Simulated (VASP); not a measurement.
Here is a VASP 6.6.1 calculation.

File INCAR:

```
SYSTEM = Pd
ALGO     = Normal         ! electronic algorithm
EDIFF    = 1E-6           ! SCF threshold, eV
ENCUT    = 400            ! plane-wave cutoff, eV
GGA      = PS             ! functional
GGA_COMPAT= .FALSE.      
ISIF     = 2              ! what is computed and relaxed
ISMEAR   = -1             ! smearing method
ISPIN    = 2              ! spin polarisation
ISYM     = 0            
LASPH    = .TRUE.         ! aspherical terms in the spheres
LCHARG   = .TRUE.         ! write CHGCAR
LELF     = .TRUE.         ! ELF
LMAXMIX  = 4              ! l up to which the mixer works
LORBIT   = 11             ! projections on sites
LREAL    = .FALSE.        ! projectors in reciprocal space
LVHAR    = .TRUE.       
LWAVE    = .FALSE.        ! write WAVECAR
MAGMOM   = 0.01           ! initial moments
NBANDS   = 15             ! bands
NELM     = 200            ! most SCF steps
PREC     = Accurate       ! precision mode
SIGMA    = 0.01           ! smearing width, eV
```

KPOINTS

```
k-points
0
G
  1 1 1
  0 0 0
```

The input POSCAR:

```
Pd
1.0
   14.0000000000      0.0000000000      0.0000000000
    0.0000000000     14.4000000000      0.0000000000
    0.0000000000      0.0000000000     14.8000000000
Pd
1
Direct
    0.5000000000      0.5000000000      0.5000000000
```

Potentials or basis: VASP PAW PBE potentials, release 64 (Pd).

Run with:

```bash
$ cat potpaw_PBE.64/Pd/POTCAR > POTCAR
$ mpirun -np 1 vasp_gam > vasp.out
```

**Question.** Predict the net moment.

**Answer.** 0.00 μB per cell.

**Question.** What does it give for the pressure?

**Answer.** 0.0 GPa.

**Question.** Estimate the band gap on the k mesh.

**Answer.** 0.70 eV.

Caveat: the PAW data sets were made with another functional, which shifts forces and pressure a little.
